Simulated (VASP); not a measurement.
Write the native input for VASP 6.6.1 that does the following.

```
Task                   : single point
Functional             : r2SCAN
Dispersion             : D3(BJ)
Potentials or basis    : VASP PAW PBE potentials, release 64 (P)
Cutoff                 : 520 eV
k mesh                 : 24 × 24 × 24
Occupations            : gaussian, width 0.05 eV
Spin                   : no spin polarisation
Dipole correction      : no
Further INCAR settings : ALGO = Normal; EDIFF = 1e-06; NBANDS = 8
```

Crystal: P.

```
P
1.0
    -1.33400    1.33400    1.33400
     1.33400   -1.33400    1.33400
     1.33400    1.33400   -1.33400
P
1
Cartesian
  0.0000 0.0000 0.0000
```

This isn't the form of P at room conditions, which is orthorhombic.

One way to write it, as run:

POSCAR

```
P
1.0
   -1.3340047377      1.3340047377      1.3340047377
    1.3340047377     -1.3340047377      1.3340047377
    1.3340047377      1.3340047377     -1.3340047377
P
1
Direct
    0.0000000000      0.0000000000      0.0000000000
```

INCAR.step1

```
PREC     = Accurate       # precision mode
ENCUT    = 520            # plane-wave cutoff, eV
ISMEAR   = 0              # smearing method
SIGMA    = 0.05           # smearing width, eV
LREAL    = F              # projectors in reciprocal space
LASPH    = T              # aspherical terms in the spheres
NELM     = 60             # most SCF steps
NBANDS   = 8              # bands
GGA      = PE             # functional
ALGO     = Normal         # electronic algorithm
EDIFF    = 1E-4           # SCF threshold, eV
LWAVE    = T              # write WAVECAR
LCHARG   = F              # write CHGCAR
```

INCAR.step2

```
PREC     = Accurate       # precision mode
ENCUT    = 520            # plane-wave cutoff, eV
EDIFF    = 1E-6           # SCF threshold, eV
ISMEAR   = 0              # smearing method
SIGMA    = 0.05           # smearing width, eV
LREAL    = F              # projectors in reciprocal space
LASPH    = T              # aspherical terms in the spheres
NELM     = 60             # most SCF steps
ALGO     = Normal         # electronic algorithm
ISIF     = 2              # what is computed and relaxed
LWAVE    = F              # write WAVECAR
LCHARG   = F              # write CHGCAR
METAGGA  = R2SCAN         # meta-GGA
LMIXTAU  = T            
IVDW     = 12             # dispersion correction
VDW_S6   = 1.0          
VDW_S8   = 0.78981345   
VDW_A1   = 0.49484001   
VDW_A2   = 5.73083694   
NBANDS   = 8              # bands
ISTART   = 1
```

KPOINTS

```
regular mesh
0
Gamma
  24 24 24
```

Potentials or basis: VASP PAW PBE potentials, release 64 (P).

Launch:

```console
$ cat potpaw_PBE.64/P/POTCAR > POTCAR
$ cp INCAR.step1 INCAR
$ mpirun -np 1 vasp_std > vasp.out
$ cp INCAR.step2 INCAR
$ mpirun -np 1 vasp_std > vasp.out
```

Results of the run:

* Pressure: 75.4 GPa
* Band gap on the k mesh: zero (an odd number of electrons rules out a gap without spin polarisation)
* Dispersion energy per atom: -0.352 eV

Caveat: the cell stands under pressure; the PAW data sets were made with another functional, which shifts forces and pressure a little.

Wall time 52 s on 1 thread of Intel(R) Xeon(R) 6975P-C (Granite Rapids) (shared host), peak memory 0.14 GiB.
